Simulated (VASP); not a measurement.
Write the native input for VASP 6.6.1 that does the following.

| Property | Result |
| --- | --- |
| Task | single point |
| Functional | PBE |
| Potentials or basis | VASP PAW PBE potentials, release 64 (Pb_d, Te) |
| Cutoff | 520 eV |
| k mesh | 6 × 6 × 6 |
| Occupations | gaussian, width 0.5 eV |
| Spin | no spin polarisation |
| Dipole correction | no |
| Further INCAR settings | ALGO = Normal; EDIFF = 1e-06; NBANDS = 17 |

The structure of TePb lies in POSCAR:

```
TePb
1.0
    0.0000000000      3.2678368418      3.2678368418
    3.2678368418      0.0000000000      3.2678368418
    3.2678368418      3.2678368418      0.0000000000
Pb Te
1 1
Direct
    0.0000000000      0.0000000000      0.0000000000
    0.5000000000      0.5000000000      0.5000000000
```

The input as run:

INCAR

```
SYSTEM = TePb
  PREC = Accurate
  ENCUT = 520
  EDIFF = 1E-6
  ISMEAR = 0
  SIGMA = 0.5
  LREAL = .False.
  LASPH = .True.
  NELM = 60
  ALGO = Normal
  ISIF = 2
  LWAVE = .False.
  LCHARG = .False.
  GGA = PE
  NBANDS = 17
```

KPOINTS

```
regular mesh
0
Gamma
  6 6 6
  0 0 0
```

Potentials or basis: VASP PAW PBE potentials, release 64 (Pb_d, Te).

Command:

```sh
$ cat potpaw_PBE.64/Pb_d/POTCAR potpaw_PBE.64/Te/POTCAR > POTCAR
$ mpirun -np 1 vasp_std > vasp.out
```

It gave:

```json
{"Pressure": "0.5 GPa", "Band gap on the k mesh": "0.81 eV, direct"}
```

Caveat: spin-orbit coupling is left out, which moves the levels of the heavy elements.

Run time: 8.8 s on 1 thread of Intel(R) Xeon(R) 6975P-C (Granite Rapids) (shared host), peak memory 0.2 GiB.
